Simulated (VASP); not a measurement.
# TbHgB4 in VASP: further runs, part 2 of 2

VASP 6.6.1. The steps go on from the part before.

### Step 3. Single point, PBE

Input file INCAR:

```
SYSTEM = TbHgB4
  PREC = Accurate
  ENCUT = 500
  EDIFF = 1E-6
  ISMEAR = 0
  SIGMA = 0.2
  LREAL = .FALSE.
  LASPH = .TRUE.
  NELM = 200
  ALGO = Normal
  ISIF = 2
  LWAVE = .FALSE.
  LCHARG = .FALSE.
  GGA = PE
  NBANDS = 26
  GGA_COMPAT = .FALSE.
  LMAXMIX = 6
```

Input file KPOINTS:

```
regular mesh
0
G
  5 5 3
  0 0 0
```

Input file POSCAR:

```
TbHgB4
1.0
    3.2014850379      0.0000000023      0.0000000000
   -1.6007425209      2.7725673715      0.0000000000
    0.0000000000      0.0000000000      8.1856281082
Tb B Hg
1 4 1
Direct
    0.0000000000      0.0000000000      0.0000000000
    0.3333333333      0.6666666667      0.7630948609
    0.6666666667      0.3333333333      0.7630948609
    0.6666666667      0.3333333333      0.2369051391
    0.3333333333      0.6666666667      0.2369051391
    0.0000000000      0.0000000000      0.5000000000
```

Potentials or basis: VASP PAW PBE potentials, release 64 (Tb_3, B, Hg), 4f in core.

Launch:

```
> cat potpaw_PBE.64/Tb_3/POTCAR potpaw_PBE.64/B/POTCAR potpaw_PBE.64/Hg/POTCAR > POTCAR
> mpirun -np 1 vasp_std > vasp.out
```

OUTCAR:

```text
SYSTEM = TbHgB4
   PREC = Accurate
   ENCUT = 500
   EDIFF = 1E-6
   ISMEAR = 0
   LREAL = .FALSE.
   LASPH = .TRUE.
   NELM = 200
   ISIF = 2
   GGA = PE

 ion  position               nearest neighbor table
   1  0.000  0.000  0.000-   2 2.68   3 2.68   4 2.68   5 2.68   2 2.68   5 2.68   3 2.68   4 2.68
                             3 2.68   4 2.68   2 2.68   5 2.68
   2  0.333  0.667  0.763-   3 1.85   3 1.85   3 1.85   1 2.68   1 2.68   1 2.68   6 2.84   6 2.84
                             6 2.84
   3  0.667  0.333  0.763-   2 1.85   2 1.85   2 1.85   1 2.68   1 2.68   1 2.68   6 2.84   6 2.84
                             6 2.84
   4  0.667  0.333  0.237-   5 1.85   5 1.85   5 1.85   1 2.68   1 2.68   1 2.68   6 2.84   6 2.84
                             6 2.84
   5  0.333  0.667  0.237-   4 1.85   4 1.85   4 1.85   1 2.68   1 2.68   1 2.68   6 2.84   6 2.84
                             6 2.84
   6  0.000  0.000  0.500-   2 2.84   3 2.84   4 2.84   5 2.84   2 2.84   5 2.84   3 2.84   4 2.84
                             3 2.84   4 2.84   2 2.84   5 2.84

  LATTYP: Found a hexagonal cell.
 ALAT       =     3.2014850379
 C/A-ratio  =     2.5568222282

  Lattice vectors:

 A1 = (   3.2014850379,   0.0000000023,   0.0000000000)
 A2 = (  -1.6007425209,   2.7725673715,   0.0000000000)
 A3 = (   0.0000000000,   0.0000000000,   8.1856281082)

Analysis of symmetry for initial positions (statically):
=====================================================================
 Subroutine PRICEL returns:
 Original cell was already a primitive cell.

 Routine SETGRP: Setting up the symmetry group for a
 hexagonal supercell.

 Subroutine GETGRP returns: Found 24 space group operations
 (whereof 24 operations were pure point group operations)
 out of a pool of 24 trial point group operations.

The static configuration has the point symmetry D_6h.

Analysis of symmetry for dynamics (positions and initial velocities):
=====================================================================
 Subroutine PRICEL returns:
 Original cell was already a primitive cell.

 Routine SETGRP: Setting up the symmetry group for a
 hexagonal supercell.

 Subroutine GETGRP returns: Found 24 space group operations
 (whereof 24 operations were pure point group operations)
 out of a pool of 24 trial point group operations.

The dynamic configuration has the point symmetry D_6h.

 Subroutine INISYM returns: Found 24 space group operations
 (whereof 24 operations are pure point group operations),
 and found     1 'primitive' translations

----------------------------------------------------------------------------------------

                                     Primitive cell

  volume of cell :      72.6584

  direct lattice vectors                    reciprocal lattice vectors
     3.201485038  0.000000002  0.000000000     0.312355044  0.180338269  0.000000000
    -1.600742521  2.772567372  0.000000000    -0.000000000  0.360676538  0.000000000
     0.000000000  0.000000000  8.185628108     0.000000000  0.000000000  0.122165335

  length of vectors
     3.201485038  3.201485038  8.185628108     0.360676538  0.360676538  0.122165335

  position of ions in fractional coordinates (direct lattice)
     0.000000000  0.000000000  0.000000000
[... 45 lines left out ...]
  0.400000  0.000000  0.000000      6.000000
  0.200000  0.200000  0.000000      6.000000
  0.400000  0.200000  0.000000      6.000000
  0.000000  0.000000  0.333333      2.000000
  0.200000 -0.000000  0.333333     12.000000
  0.400000  0.000000  0.333333     12.000000
  0.200000  0.200000  0.333333     12.000000
  0.400000  0.200000  0.333333     12.000000
   k-points           NKPTS =     10   k-points in BZ     NKDIM =     10   number of bands    NBANDS=     26
   number of dos      NEDOS =    301   number of ions     NIONS =      6
   total plane-waves  NPLWV =  34560
   dimension x,y,z NGX =    24 NGY =   24 NGZ =   60
   dimension x,y,z NGXF=    48 NGYF=   48 NGZF=  120
   ions per type =               1   4   1
   NGX,Y,Z   is equivalent  to a cutoff of  12.46, 12.46, 12.19 a.u.
   NGXF,Y,Z  is equivalent  to a cutoff of  24.93, 24.93, 24.37 a.u.
 SYSTEM =  TbHgB4
   PREC   = accura    normal or accurate (medium, high low for compatibility)
   ISTART =      0    job   : 0-new  1-cont  2-samecut
   ICHARG =      2    charge: 1-file 2-atom 10-const
   ISPIN  =      1    spin polarized calculation?
   LNONCOLLINEAR =      F non collinear calculations
   LSORBIT =      F    spin-orbit coupling
   LASPH  =      T    aspherical Exc in radial PAW
   ENCUT  =  500.0 eV  36.75 Ry    6.06 a.u.   5.84  5.84 14.92*2*pi/ulx,y,z
   NELM   =    200;   NELMIN=  2; NELMDL= -5     # of ELM steps
   EDIFF  = 0.1E-05   stopping-criterion for ELM
   LREAL  =      F    real-space projection
   EDIFFG = 0.1E-04   stopping-criterion for IOM
   NSW    =      0    number of steps for IOM
   IBRION =     -1    ionic relax: 0-MD 1-quasi-New 2-CG
   NFREE  =      0    steps in history (QN), initial steepest desc. (CG)
   ISIF   =      2    stress and relaxation
   ISYM   =      2    0-nonsym 1-usesym 2-fastsym
   POTIM  = 0.5000    time-step for ionic-motion
   TEBEG  =    0.0;   TEEND  =   0.0 temperature during run
   PSTRESS=    0.0 pullay stress
   NELECT =      33.0000    total number of electrons
   NUPDOWN=      -1.0000    fix difference up-down
   EMIN   =  10.00;   EMAX   =-10.00  energy-range for DOS
   EFERMI =   0.00;   METHOD = LEGACY
   ISMEAR =     0;   SIGMA  =   0.20  broadening in eV -4-tet -1-fermi 0-gaus
   EFERMI_NEDOS =   21; number of points for ismear=-14 and -15
   IALGO  =     38    algorithm
   IMIX   =      4    mixing-type and parameters
     AMIX     =   0.40;   BMIX     =  1.00
     AMIX_MAG =   1.60;   BMIX_MAG =  1.00
  volume/ion in A,a.u.               =      12.11        81.72
  Fermi-wavevector in a.u.,A,eV,Ry     =   1.258397  2.378025 21.545677  1.583563
  Thomas-Fermi vector in A             =   2.392008
   LORBIT       =      0    0 simple, 1 ext, 2 COOP (PROOUT), +10 PAW based schemes
   GGA     = PE    functional components
   LHFCALC =     F    Hartree Fock is set to
   AEXX    =    0.0000 exact exchange contribution
   IVDW    =     0    specifies the selected vdW correction
   LEPSILON=     F    determine dielectric tensor
   LRPA    =     F    only Hartree local field effects (RPA)
 non-spin polarized calculation
 Gauss-broadening in eV      SIGMA  =   0.20
  energy-cutoff  :      500.00
  volume of cell :       72.66
 maximum number of plane-waves:      1860
 NGX is ok and might be reduce to    24
   NGX = 11   NGY = 11   NGZ = 29

 number of electron      32.9999999 magnetization

 Free energy of the ion-electron system (eV)
  ---------------------------------------------------
  ext. energy  EPLUGINS =         0.00000000
  ---------------------------------------------------
  free energy    TOTEN  =       -30.18040271 eV

  energy without entropy =      -30.11339689  energy(sigma->0) =      -30.14689980

 E-fermi :   5.0930     XC(G=0): -11.6835

 val. band max:        5.0760547296   @ k =   0.4000   0.2000   0.3333
 cond. band min:       5.1380928082   @ k =   0.4000   0.0000   0.3333
 fundamental gap:      0.0620380786
 Fermi energy:         5.0929754591

 k-point     1 :       0.0000    0.0000    0.0000
  band No.  band energies     occupation
      1     -16.9308      2.00000
      2     -15.9849      2.00000
      3     -15.9849      2.00000
      4      -6.8373      2.00000
      5      -5.1925      2.00000
      6      -3.3924      2.00000
[... 279 lines left out ...]
     25      12.6996      0.00000
     26      13.2672      0.00000

------------------------ aborting loop because EDIFF is reached ----------------------------------------

  FORCE on cell =-STRESS in cart. coord.  units (eV):
  Direction    XX          YY          ZZ          XY          YZ          ZX
  --------------------------------------------------------------------------------------
  -------------------------------------------------------------------------------------
  Total        0.3801734      0.3801734     -0.0690082      0.0000000     -0.0000000      0.0000000
  in kB        8.3831409      8.3831409     -1.5216875      0.0000000     -0.0000000      0.0000000
  external PRESSURE =       5.0815315 kB  Pullay stress =       0.0000000 kB

 VOLUME and BASIS-vectors are now :
 -----------------------------------------------------------------------------
  energy-cutoff  :      500.00
  volume of cell :       72.66
      direct lattice vectors                 reciprocal lattice vectors
     3.201485038  0.000000002  0.000000000     0.312355044  0.180338269  0.000000000
    -1.600742521  2.772567372  0.000000000    -0.000000000  0.360676538  0.000000000
     0.000000000  0.000000000  8.185628108     0.000000000  0.000000000  0.122165335

 POSITION                                       TOTAL-FORCE (eV/Angst)
 -----------------------------------------------------------------------------------
      0.00000      0.00000      0.00000        -0.000000     -0.000000     -0.000000
     -0.00000      1.84838      6.24641         0.000000     -0.000000      0.028507
      1.60074      0.92419      6.24641        -0.000000      0.000000      0.028507
      1.60074      0.92419      1.93922        -0.000000      0.000000     -0.028507
     -0.00000      1.84838      1.93922         0.000000     -0.000000     -0.028507
      0.00000      0.00000      4.09281        -0.000000     -0.000000     -0.000000
 -----------------------------------------------------------------------------------
    total drift:                                0.000000     -0.000000      0.000000

  FREE ENERGIE OF THE ION-ELECTRON SYSTEM (eV)
  ---------------------------------------------------
  free  energy   TOTEN  =       -30.1804027066 eV

  energy  without entropy=      -30.1133968910  energy(sigma->0) =      -30.14689980
```

It took 12 s on 1 thread of AMD EPYC 9R45 (Zen 5), shared host; peak memory 0.16 GiB.

What came out:

- Free energy: -30.1804 eV
- Pressure: 0.5 GPa
- Largest force: 0.029 eV/Å
- Band gap on the k mesh: zero (an odd number of electrons rules out a gap without spin polarisation)

Forces on the atoms (eV/Å):
```
Tb   0.000  0.000  0.000
B    0.000  0.000  0.029
B    0.000  0.000  0.029
B    0.000  0.000 -0.029
B    0.000  0.000 -0.029
Hg   0.000  0.000  0.000
```

Stress tensor (GPa, compression positive):
```
 0.84  0.00  0.00
 0.00  0.84  0.00
 0.00  0.00 -0.15
```

Levels at points of the mesh, in eV from the Fermi level:
```csv
k point,band 14,band 15,band 16,band 17,band 18,band 19
"(0.00, 0.00, 0.00)",-0.55,-0.55,0.16,0.16,2.88,3.67
```

Caveat: the k points lie up to 0.45 Å⁻¹ apart, too coarse for converged energies and pressures of a metal; spin-orbit coupling is left out, which moves the levels of the heavy elements; the 4f electrons are frozen in the core, so they carry no moment and show no levels.
